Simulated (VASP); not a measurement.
Input of a VASP 6.6.1 run:

File POSCAR:

```
CaSe
1.0
    4.0473384678      0.0000000000      0.0000000000
   -2.0236692339      3.5050979308      0.0000000000
    0.0000000000      0.0000000000      7.0162886581
Ca Se
2 2
Direct
    0.0000000000      0.0000000000      0.0000000000
    0.0000000000      0.0000000000      0.5000000000
    0.3333333333      0.6666666667      0.2500000000
    0.6666666667      0.3333333333      0.7500000000
```

INCAR.step1

```
SYSTEM = CaSe
  PREC = Accurate
  ENCUT = 520
  ISMEAR = 0
  SIGMA = 0.01
  LREAL = .FALSE.
  LASPH = .TRUE.
  NELM = 80
  NBANDS = 24
  GGA = PE
  ALGO = Normal
  EDIFF = 1E-4
  LWAVE = .TRUE.
  LCHARG = .FALSE.
```

Contents of INCAR.step2:

```
SYSTEM = CaSe
  PREC = Accurate
  ENCUT = 520
  EDIFF = 1E-6
  ISMEAR = 0
  SIGMA = 0.01
  LREAL = .FALSE.
  LASPH = .TRUE.
  NELM = 80
  ALGO = Normal
  ISIF = 2
  LWAVE = .FALSE.
  LCHARG = .TRUE.
  METAGGA = R2SCAN
  LMIXTAU = .TRUE.
  LELF = .TRUE.
  LVHAR = .TRUE.
  NBANDS = 24
  ISTART = 1
```

The input KPOINTS:

```
Automatic mesh
0
G
  6 6 4
  0 0 0
```

Potentials or basis: VASP PAW PBE potentials, release 64 (Ca_sv, Se).

The run is started by

```console
$ cat potpaw_PBE.64/Ca_sv/POTCAR potpaw_PBE.64/Se/POTCAR > POTCAR
$ cp INCAR.step1 INCAR
$ mpirun -np 1 vasp_std > vasp.out
$ cp INCAR.step2 INCAR
$ mpirun -np 1 vasp_std > vasp.out
```

Question: What does it give for the pressure?

Answer: 3.9 GPa.

Question: Estimate the band gap on the k mesh.

Answer: 2.57 eV, indirect (least direct gap 2.83 eV).

Stress tensor (GPa, compression positive):
```
3.75 0.00 0.00
0.00 3.75 0.00
0.00 0.00 4.25
```

Caveat: the PAW data sets were made with another functional, which shifts forces and pressure a little. A k mesh can miss the band edges.
